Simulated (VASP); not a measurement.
C41O, 42 atoms in the cell. The cell holds a slab with vacuum, 42 atoms: a = 7.295 Å, b = 8.539 Å, c = 23.581 Å, α = 90.00°, β = 90.00°, γ = 112.97°. 

* Program: VASP 6.6.1
* Task: single point
* Functional: PBE
* Dispersion: D3(BJ)
* Potentials or basis: VASP PAW PBE potentials, release 64 (C, O)
* Cutoff: 520 eV
* k mesh: 4 × 4 × 1
* Occupations: gaussian, width 0.05 eV
* Spin: no spin polarisation
* Dipole correction: yes
* Further INCAR settings: LREAL = Auto; ALGO = Normal; EDIFF = 1e-06; NBANDS = 112

Potentials or basis: VASP PAW PBE potentials, release 64 (C, O).

Run with:

```bash
$ cat potpaw_PBE.64/C/POTCAR potpaw_PBE.64/O/POTCAR > POTCAR
$ mpirun -np 1 vasp_std > vasp.out
```

Hardware: 1 × NVIDIA H100 80GB with 1 thread of AMD EPYC 7R13 Processor (Zen 3) (shared host).

Question: How long does it take, and how much memory?

Answer: It took 2.5 min on 1 × NVIDIA H100 80GB with 1 thread of AMD EPYC 7R13 Processor (Zen 3), with other jobs on the host, peak memory 2.4 GiB. Counts: scf iterations 26, k points 10.
